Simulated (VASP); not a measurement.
CdS (x):

```
Cd S
1.0
     4.13700    0.00000    0.00000
    -2.06850    3.58275    0.00000
     0.00000    0.00000    6.71600
Cd S
2 2
Direct
  0.33333 0.66667 0.95387
  0.66667 0.33333 0.45387
  0.33333 0.66667 0.42313
  0.66667 0.33333 0.92313
```

Base run:

| Quantity | Value |
| --- | --- |
| Program | VASP 6.6.1 |
| Functional | PBEsol |
| Potentials or basis | VASP PAW PBE potentials, release 64 (Cd, S) |
| Cutoff | 520 eV |
| k mesh | 9 × 9 × 4 |
| Occupations | gaussian, width 0.01 eV |
| Spin | no spin polarisation |

Its results: band gap on the k mesh 1.33 eV, direct; pressure 3.4 GPa; largest force 0.422 eV/Å.

Task: The run is repeated on the same cell with these changes: potentials or basis from VASP PAW PBE potentials, release 64 (Cd, S) to VASP PAW PBE potentials, release 64 (Cd_sv_GW, S); cutoff from 520 eV to 540 eV; further incar settings from ALGO = Normal; EDIFF = 1e-06; NBANDS = 26 to ALGO = Normal; EDIFF = 1e-06; NBANDS = 34; valence electrons from 36 to 52. What comes out?

Result: Band gap on the k mesh 1.32 eV, direct; pressure 2.0 GPa; largest force 0.407 eV/Å.

Caveats: the PAW data sets were made with another functional, which shifts forces and pressure a little.

